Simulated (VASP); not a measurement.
# AlN (P6_3mc) in VASP: notebook

Runs on AlN. Level: PBE. Tasks: single point.

Everything below comes from runs of VASP 6.6.1. Logs are shortened: lines on timing, memory, paths and dates and some standing lists are left out, and cuts for length are marked.

**1. The cell of the first run**

It takes space group P6_3mc (No. 186, hexagonal). Conventional cell: a = 3.369 Å, b = 3.369 Å, c = 4.258 Å, α = 90.00°, β = 90.00°, γ = 120.00°. Within 2.6 Å of Al (site symmetry 3m) lie 5 N at 1.94 to 2.32 Å. N (site symmetry 3m) has 5 Al at 1.94 to 2.32 Å within 2.6 Å.

**2. Single point, PBE**

File INCAR:

```
PREC = Accurate ; ENCUT = 520
EDIFF = 1E-6 ; ISMEAR = 0
SIGMA = 0.05 ; LREAL = False
LASPH = True ; NELM = 80
ALGO = Normal ; ISIF = 2
LWAVE = False ; LCHARG = False
GGA = PE ; NBANDS = 16
```

File KPOINTS:

```
Automatic mesh
0
Gamma
  9 9 6
```

File POSCAR:

```
AlN
1.0
    3.3688144457      0.0000000000      0.0000000000
   -1.6844072228      2.9174788906      0.0000000000
    0.0000000000      0.0000000000      4.2575229987
Al N
2 2
Direct
    0.3333333333      0.6666666667      0.7652730210
    0.6666666667      0.3333333333      0.2652730210
    0.3333333333      0.6666666667      0.2205797385
    0.6666666667      0.3333333333      0.7205797385
```

Potentials or basis: VASP PAW PBE potentials, release 64 (Al, N).

Started as:

```console
$ cat potpaw_PBE.64/Al/POTCAR potpaw_PBE.64/N/POTCAR > POTCAR
$ mpirun -np 1 vasp_std > vasp.out
```

OUTCAR:

```text
PREC = Accurate
   ENCUT = 520
   EDIFF = 1E-6
   ISMEAR = 0
   LREAL = False
   LASPH = True
   NELM = 80
   ISIF = 2
   GGA = PE

 ion  position               nearest neighbor table
   1  0.333  0.667  0.765-   3 1.94   4 1.95   4 1.95   4 1.95   3 2.32   2 2.88   2 2.88   2 2.88
                             2 2.88   2 2.88   2 2.88
   2  0.667  0.333  0.265-   4 1.94   3 1.95   3 1.95   3 1.95   4 2.32   1 2.88   1 2.88   1 2.88
                             1 2.88   1 2.88   1 2.88
   3  0.333  0.667  0.221-   1 1.94   2 1.95   2 1.95   2 1.95   1 2.32
   4  0.667  0.333  0.721-   2 1.94   1 1.95   1 1.95   1 1.95   2 2.32

  LATTYP: Found a hexagonal cell.
 ALAT       =     3.3688144457
 C/A-ratio  =     1.2638045423

  Lattice vectors:

 A1 = (   3.3688144457,   0.0000000000,   0.0000000000)
 A2 = (  -1.6844072228,   2.9174788906,   0.0000000000)
 A3 = (   0.0000000000,   0.0000000000,   4.2575229987)

Analysis of symmetry for initial positions (statically):
=====================================================================
 Subroutine PRICEL returns:
 Original cell was already a primitive cell.

 Routine SETGRP: Setting up the symmetry group for a
 hexagonal supercell.

 Subroutine GETGRP returns: Found 12 space group operations
 (whereof  6 operations were pure point group operations)
 out of a pool of 24 trial point group operations.

The static configuration has the point symmetry C_3v.
 The point group associated with its full space group is C_6v.

Analysis of symmetry for dynamics (positions and initial velocities):
=====================================================================
 Subroutine PRICEL returns:
 Original cell was already a primitive cell.

 Routine SETGRP: Setting up the symmetry group for a
 hexagonal supercell.

 Subroutine GETGRP returns: Found 12 space group operations
 (whereof  6 operations were pure point group operations)
 out of a pool of 24 trial point group operations.

The dynamic configuration has the point symmetry C_3v.
 The point group associated with its full space group is C_6v.

 Subroutine INISYM returns: Found 12 space group operations
 (whereof  6 operations are pure point group operations),
 and found     1 'primitive' translations

----------------------------------------------------------------------------------------

                                     Primitive cell

  volume of cell :      41.8448

  direct lattice vectors                    reciprocal lattice vectors
     3.368814446  0.000000000  0.000000000     0.296840332  0.171380846  0.000000000
    -1.684407223  2.917478891  0.000000000     0.000000000  0.342761692  0.000000000
     0.000000000  0.000000000  4.257522999     0.000000000  0.000000000  0.234878355

  length of vectors
     3.368814446  3.368814446  4.257522999     0.342761692  0.342761692  0.234878355

  position of ions in fractional coordinates (direct lattice)
     0.333333333  0.666666667  0.765273021
     0.666666667  0.333333333  0.265273021
     0.333333333  0.666666667  0.220579738
     0.666666667  0.333333333  0.720579738

  ion indices of the primitive-cell ions
   primitive index   ion index
                 1           1
                 2           2
                 3           3
                 4           4

----------------------------------------------------------------------------------------

 KPOINTS: Automatic mesh

Automatic generation of k-mesh.
 Grid dimensions read from file:
 generate k-points for:    9    9    6

 Generating k-lattice:

  Cartesian coordinates                     Fractional coordinates (reciprocal lattice)
     0.032982259  0.019042316  0.000000000     0.111111111 -0.000000000  0.000000000
     0.000000000  0.038084632  0.000000000     0.000000000  0.111111111  0.000000000
     0.000000000  0.000000000  0.039146393     0.000000000  0.000000000  0.166666667

  Length of vectors
     0.038084632  0.038084632  0.039146393

  Shift w.r.t. Gamma in fractional coordinates (k-lattice)
     0.000000000  0.000000000  0.000000000

 Subroutine IBZKPT returns following result:
 ===========================================

 Found     48 irreducible k-points:

 Following reciprocal coordinates:
            Coordinates               Weight
  0.000000  0.000000  0.000000      1.000000
  0.111111  0.000000  0.000000      6.000000
  0.222222  0.000000  0.000000      6.000000
  0.333333  0.000000  0.000000      6.000000
  0.444444  0.000000  0.000000      6.000000
  0.111111  0.111111  0.000000      6.000000
[... 16 lines left out ...]
  0.333333  0.222222  0.166667     24.000000
  0.333333  0.333333  0.166667      4.000000
 [... further k-points ...]
   k-points           NKPTS =     48   k-points in BZ     NKDIM =     48   number of bands    NBANDS=     16
   number of dos      NEDOS =    301   number of ions     NIONS =      4
   total plane-waves  NPLWV =  25088
   dimension x,y,z NGX =    28 NGY =   28 NGZ =   32
   dimension x,y,z NGXF=    56 NGYF=   56 NGZF=   64
   ions per type =               2   2
   NGX,Y,Z   is equivalent  to a cutoff of  13.82, 13.82, 12.50 a.u.
   NGXF,Y,Z  is equivalent  to a cutoff of  27.64, 27.64, 24.99 a.u.
 SYSTEM =  unknown system
   PREC   = accura    normal or accurate (medium, high low for compatibility)
   ISTART =      0    job   : 0-new  1-cont  2-samecut
   ICHARG =      2    charge: 1-file 2-atom 10-const
   ISPIN  =      1    spin polarized calculation?
   LNONCOLLINEAR =      F non collinear calculations
   LSORBIT =      F    spin-orbit coupling
   LASPH  =      T    aspherical Exc in radial PAW
   ENCUT  =  520.0 eV  38.22 Ry    6.18 a.u.   6.26  6.26  7.92*2*pi/ulx,y,z
   NELM   =     80;   NELMIN=  2; NELMDL= -5     # of ELM steps
   EDIFF  = 0.1E-05   stopping-criterion for ELM
   LREAL  =      F    real-space projection
   EDIFFG = 0.1E-04   stopping-criterion for IOM
   NSW    =      0    number of steps for IOM
   IBRION =     -1    ionic relax: 0-MD 1-quasi-New 2-CG
   NFREE  =      0    steps in history (QN), initial steepest desc. (CG)
   ISIF   =      2    stress and relaxation
   ISYM   =      2    0-nonsym 1-usesym 2-fastsym
   POTIM  = 0.5000    time-step for ionic-motion
   TEBEG  =    0.0;   TEEND  =   0.0 temperature during run
   PSTRESS=    0.0 pullay stress
   NELECT =      16.0000    total number of electrons
   NUPDOWN=      -1.0000    fix difference up-down
   EMIN   =  10.00;   EMAX   =-10.00  energy-range for DOS
   EFERMI =   0.00;   METHOD = LEGACY
   ISMEAR =     0;   SIGMA  =   0.05  broadening in eV -4-tet -1-fermi 0-gaus
   EFERMI_NEDOS =   21; number of points for ismear=-14 and -15
   IALGO  =     38    algorithm
   IMIX   =      4    mixing-type and parameters
     AMIX     =   0.40;   BMIX     =  1.00
     AMIX_MAG =   1.60;   BMIX_MAG =  1.00
  volume/ion in A,a.u.               =      10.46        70.60
  Fermi-wavevector in a.u.,A,eV,Ry     =   1.188231  2.245431 19.209970  1.411893
  Thomas-Fermi vector in A             =   2.324365
   LORBIT       =      0    0 simple, 1 ext, 2 COOP (PROOUT), +10 PAW based schemes
   GGA     = PE    functional components
   LHFCALC =     F    Hartree Fock is set to
   AEXX    =    0.0000 exact exchange contribution
   IVDW    =     0    specifies the selected vdW correction
   LEPSILON=     F    determine dielectric tensor
   LRPA    =     F    only Hartree local field effects (RPA)
 non-spin polarized calculation
 Gauss-broadening in eV      SIGMA  =   0.05
  energy-cutoff  :      520.00
  volume of cell :       41.84
 maximum number of plane-waves:      1144
 NGX is ok and might be reduce to    28
   NGX = 13   NGY = 13   NGZ = 15

 number of electron      15.9999998 magnetization

 Free energy of the ion-electron system (eV)
  ---------------------------------------------------
  ext. energy  EPLUGINS =         0.00000000
  ---------------------------------------------------
  free energy    TOTEN  =       -29.21456785 eV

  energy without entropy =      -29.21456785  energy(sigma->0) =      -29.21456785

 E-fermi :   7.4576     XC(G=0): -10.9279

 val. band max:        7.2007496218   @ k =   0.0000   0.0000   0.0000
 cond. band min:      10.2456785983   @ k =   0.0000   0.0000   0.0000
 fundamental gap:      3.0449289766
 Fermi energy:         7.4576153673

 k-point     1 :       0.0000    0.0000    0.0000
  band No.  band energies     occupation
      1      -9.0266      2.00000
      2      -5.6885      2.00000
      3       0.8518      2.00000
      4       4.2782      2.00000
      5       4.2782      2.00000
      6       5.8767      2.00000
[... 8 lines left out ...]
     15      18.6465      0.00000
     16      19.1912      0.00000

 k-point     2 :       0.1111    0.0000    0.0000
  band No.  band energies     occupation
      1      -8.8950      2.00000
      2      -5.6849      2.00000
      3       0.9966      2.00000
      4       3.7802      2.00000
      5       4.0867      2.00000
      6       5.3539      2.00000
[... 8 lines left out ...]
     15      18.5300      0.00000
     16      18.7038      0.00000

 k-point     3 :       0.2222    0.0000    0.0000
  band No.  band energies     occupation
      1      -8.5189      2.00000
      2      -5.7136      2.00000
      3       1.4163      2.00000
      4       2.7174      2.00000
      5       3.6936      2.00000
      6       4.4335      2.00000
[... 8 lines left out ...]
     15      17.6934      0.00000
     16      19.3321      0.00000

 k-point     4 :       0.3333    0.0000    0.0000
  band No.  band energies     occupation
      1      -7.9647      2.00000
      2      -5.8701      2.00000
      3       1.7136      2.00000
      4       2.0888      2.00000
      5       3.3352      2.00000
      6       3.6472      2.00000
[... 8 lines left out ...]
     15      18.4207      0.00000
     16      19.7434      0.00000

 k-point     5 :       0.4444    0.0000    0.0000
  band No.  band energies     occupation
      1      -7.4168      2.00000
      2      -6.1634      2.00000
      3       1.1923      2.00000
      4       2.7541      2.00000
      5       3.1325      2.00000
      6       3.1935      2.00000
[... 8 lines left out ...]
     15      19.9349      0.00000
     16      20.0535      0.00000

 k-point     6 :       0.1111    0.1111    0.0000
  band No.  band energies     occupation
      1      -8.6408      2.00000
      2      -5.6971      2.00000
      3       1.2795      2.00000
      4       3.2172      2.00000
      5       3.4582      2.00000
      6       4.8966      2.00000
[... 8 lines left out ...]
     15      18.1726      0.00000
     16      19.2104      0.00000
[... 267 lines left out ...]
 k-point    21 :       0.4444    0.1111    0.1667
  band No.  band energies     occupation
      1      -7.1379      2.00000
      2      -6.2917      2.00000
      3       0.7989      2.00000
      4       2.2505      2.00000
      5       2.6849      2.00000
      6       3.9557      2.00000
[... 8 lines left out ...]
     15      19.0369      0.00000
     16      20.2814      0.00000

 k-point    22 :       0.2222    0.2222    0.1667
  band No.  band energies     occupation
      1      -7.5430      2.00000
      2      -6.0763      2.00000
      3       1.3805      2.00000
      4       1.7496      2.00000
      5       3.2438      2.00000
      6       3.7826      2.00000
[... 8 lines left out ...]
     15      18.9203      0.00000
     16      20.1352      0.00000

 k-point    23 :       0.3333    0.2222    0.1667
  band No.  band energies     occupation
      1      -7.0434      2.00000
      2      -6.3168      2.00000
      3       1.1233      2.00000
      4       1.8264      2.00000
      5       2.4942      2.00000
      6       4.2747      2.00000
[... 8 lines left out ...]
     15      18.7341      0.00000
     16      20.2044      0.00000

 k-point    24 :       0.3333    0.3333    0.1667
  band No.  band energies     occupation
      1      -6.6320      2.00000
      2      -6.6320      2.00000
      3       1.1861      2.00000
      4       1.9766      2.00000
      5       1.9766      2.00000
      6       4.5077      2.00000
[... 8 lines left out ...]
     15      18.4887      0.00000
     16      19.9515      0.00000

 [... further k-points ...]
[... 5 lines left out ...]
  --------------------------------------------------------------------------------------
  -------------------------------------------------------------------------------------
  Total       -3.0704375     -3.0704375      0.8437161     -0.0000000      0.0000000      0.0000000
  in kB     -117.5625577   -117.5625577     32.3046550     -0.0000000      0.0000000      0.0000000
  external PRESSURE =     -67.6068202 kB  Pullay stress =       0.0000000 kB

 VOLUME and BASIS-vectors are now :
 -----------------------------------------------------------------------------
  energy-cutoff  :      520.00
  volume of cell :       41.84
      direct lattice vectors                 reciprocal lattice vectors
     3.368814446  0.000000000  0.000000000     0.296840332  0.171380846  0.000000000
    -1.684407223  2.917478891  0.000000000     0.000000000  0.342761692  0.000000000
     0.000000000  0.000000000  4.257522999     0.000000000  0.000000000  0.234878355

 POSITION                                       TOTAL-FORCE (eV/Angst)
 -----------------------------------------------------------------------------------
     -0.00000      1.94499      3.25817         0.000000     -0.000000     -0.372071
      1.68441      0.97249      1.12941        -0.000000      0.000000     -0.372071
     -0.00000      1.94499      0.93912         0.000000     -0.000000      0.372071
      1.68441      0.97249      3.06788        -0.000000      0.000000      0.372071
 -----------------------------------------------------------------------------------
    total drift:                               -0.000000      0.000000      0.001271

  FREE ENERGIE OF THE ION-ELECTRON SYSTEM (eV)
  ---------------------------------------------------
  free  energy   TOTEN  =       -29.2145678455 eV

  energy  without entropy=      -29.2145678455  energy(sigma->0) =      -29.21456785
```

It took 42 s on 1 thread of AMD EPYC 7R43 (Zen 3), shared host; peak memory 0.13 GiB.

Results:

| Item | Value |
| --- | --- |
| Free energy | -29.2146 eV |
| Pressure | -6.8 GPa |
| Largest force | 0.372 eV/Å |
| Band gap on the k mesh | 3.04 eV, direct |

Forces in eV/Å, atoms in the order of the input:
```
Al   0.000  0.000 -0.372
Al   0.000  0.000 -0.372
N    0.000  0.000  0.372
N    0.000  0.000  0.372
```

**3. Single point, PBE**

This run uses another cell than the first one, of 10.72 Å³/atom, 1.025 times its volume.

File INCAR:

```
ALGO     = Normal         # electronic algorithm
EDIFF    = 1E-6           # SCF threshold, eV
ENCUT    = 520            # plane-wave cutoff, eV
GGA      = PE             # functional
ISIF     = 2              # what is computed and relaxed
ISMEAR   = 0              # smearing method
LASPH    = True           # aspherical terms in the spheres
LCHARG   = False          # write CHGCAR
LREAL    = False          # projectors in reciprocal space
LWAVE    = False          # write WAVECAR
NBANDS   = 16             # bands
NELM     = 100            # most SCF steps
PREC     = Accurate       # precision mode
SIGMA    = 0.05           # smearing width, eV
```

File KPOINTS:

```
k-points
0
Gamma
  9 9 6
```

File POSCAR:

```
AlN
1.0
    3.3963163242      0.0000000000      0.0000000000
   -1.6981581621      2.9412962160      0.0000000000
    0.0000000000      0.0000000000      4.2922799977
Al N
2 2
Direct
    0.3333333333      0.6666666667      0.7881825525
    0.6666666667      0.3333333333      0.2881825525
    0.3333333333      0.6666666667      0.1764493462
    0.6666666667      0.3333333333      0.6764493462
```

Potentials or basis: VASP PAW PBE potentials, release 64 (Al, N).

Started as:

```console
$ cat potpaw_PBE.64/Al/POTCAR potpaw_PBE.64/N/POTCAR > POTCAR
$ mpirun -np 1 vasp_std > vasp.out
```

Wall time 45 s (1 thread of AMD EPYC 7R43 (Zen 3), shared host); peak memory 0.13 GiB.

It converged, with:

```yaml
Free_energy: -28.0320 eV
Pressure: 8.4 GPa
Largest_force: 5.093 eV/Å
Band_gap_on_the_k_mesh: 3.52 eV, indirect (the least direct gap lies 1.5 meV higher)
```

Forces on the atoms (eV/Å):
```
Al   0.000  0.000 -5.093
Al   0.000  0.000 -5.093
N    0.000  0.000  5.093
N    0.000  0.000  5.093
```

Stress tensor (GPa, compression positive):
```
-21.36   0.00   0.00
  0.00 -21.36   0.00
  0.00   0.00  67.83
```

Levels at points of the mesh, in eV from the valence-band top:
| k point | band 4 | band 5 | band 6 | band 7 | band 8 | band 9 | band 10 | band 11 | band 12 | band 13 |
| --- | --- | --- | --- | --- | --- | --- | --- | --- | --- | --- |
| (0.00, 0.00, 0.00) | -2.05 | -2.05 | -0.56 | -0.56 | 0.00 | 3.52 | 4.49 | 8.89 | 8.89 | 11.37 |
| (0.00, 0.00, 0.50) | -2.93 | -1.33 | -1.33 | -1.33 | -1.33 | 5.43 | 5.43 | 9.11 | 9.11 | 9.11 |

Caveat: forces of over 1 eV/Å act on the atoms, so gaps and moduli don't describe the material at rest.

**4. Single point, PBE**

This run uses another cell than the first one, of 10.72 Å³/atom, 1.025 times its volume.

File INCAR:

```
SYSTEM = AlN
PREC = Accurate
ENCUT = 520
EDIFF = 1E-6
ISMEAR = 0
SIGMA = 0.05
LREAL = .FALSE.
LASPH = .TRUE.
NELM = 100
ALGO = Normal
ISIF = 2
LWAVE = .FALSE.
LCHARG = .TRUE.
GGA = PE
LELF = .TRUE.
LVHAR = .TRUE.
NBANDS = 16
```

File KPOINTS:

```
regular mesh
0
G
  9 9 6
  0 0 0
```

File POSCAR:

```
AlN
1.0
    3.3963163242      0.0000000000      0.0000000000
   -1.6981581621      2.9412962160      0.0000000000
    0.0000000000      0.0000000000      4.2922799977
Al N
2 2
Direct
    0.3333333333      0.6666666667      0.7729095315
    0.6666666667      0.3333333333      0.2729095315
    0.3333333333      0.6666666667      0.2058696077
    0.6666666667      0.3333333333      0.7058696077
```

Started as:

```console
$ cat potpaw_PBE.64/Al/POTCAR potpaw_PBE.64/N/POTCAR > POTCAR
$ mpirun -np 1 vasp_std > vasp.out
```

Wall time 52 s (1 thread of AMD EPYC 7R43 (Zen 3), shared host); peak memory 0.13 GiB.

The run converged. Its results:

```yaml
Free_energy: -29.0472 eV
Pressure: -7.2 GPa
Largest_force: 0.982 eV/Å
Band_gap_on_the_k_mesh: 3.04 eV, direct
```

Forces in eV/Å, atoms in the order of the input:
```
Al   0.000  0.000 -0.982
Al   0.000  0.000 -0.982
N    0.000  0.000  0.982
N    0.000  0.000  0.982
```

Stress tensor (GPa, compression positive):
```
-17.33   0.00   0.00
  0.00 -17.33   0.00
  0.00   0.00  13.12
```

Levels at points of the mesh, in eV from the valence-band top:
```
           k point  band 6  band 7  band 8  band 9  band 10  band 11
(0.00, 0.00, 0.00)   -1.07   -1.07    0.00    3.04     4.08     8.27
(0.00, 0.00, 0.50)   -1.88   -1.88   -1.88    5.26     5.26     8.50
```

As with any semilocal functional, this PBE gap is likely too small.

[end of part 1 of 2]
